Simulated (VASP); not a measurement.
Wanted: the native input for a VASP 6.6.1 run.

| Quantity | Value |
| --- | --- |
| Task | single point |
| Functional | PBEsol |
| Potentials or basis | VASP PAW PBE potentials, release 64 (K_sv, Cl) |
| Cutoff | 520 eV |
| k mesh | 6 × 6 × 6 |
| Occupations | gaussian, width 0.05 eV |
| Spin | no spin polarisation |
| Dipole correction | no |
| Further INCAR settings | ALGO = Normal; EDIFF = 1e-07; NBANDS = 15 |

The structure of KCl lies in POSCAR:

```
KCl
1.0
    0.0000000000      3.2823440000      2.9036120000
    3.2823440000      0.0000000000      2.9036120000
    3.2823440000      3.2823440000      0.0000000000
K Cl
1 1
Direct
    0.0000000000      0.0000000000      0.0000000000
    0.5000000000      0.5000000000      0.5000000000
```

This cell differs from its parent crystal: strain +0.040 along x and y, -0.080 along z.

The input as run:

INCAR

```
SYSTEM = KCl
PREC = Accurate ; ENCUT = 520
EDIFF = 1E-7 ; ISMEAR = 0
SIGMA = 0.05 ; LREAL = .FALSE.
LASPH = .TRUE. ; NELM = 60
ALGO = Normal ; ISIF = 2
LWAVE = .FALSE. ; LCHARG = .FALSE.
GGA = PS ; NBANDS = 15
```

KPOINTS

```
Automatic mesh
0
G
  6 6 6
  0 0 0
```

Potentials or basis: VASP PAW PBE potentials, release 64 (K_sv, Cl).

Launch:

```console
$ cat potpaw_PBE.64/K_sv/POTCAR potpaw_PBE.64/Cl/POTCAR > POTCAR
$ mpirun -np 1 vasp_std > vasp.out
```

It gave:

| Item | Value |
| --- | --- |
| Pressure | 0.5 GPa |
| Band gap on the k mesh | 4.87 eV, direct |

Caveat: the cell differs from its parent crystal (strain +0.040 along x and y, -0.080 along z); the PAW data sets were made with another functional, which shifts forces and pressure a little.

Wall time 27 s on 1 thread of Intel(R) Xeon(R) Platinum 8488C (Sapphire Rapids) (shared host), peak memory 0.2 GiB.
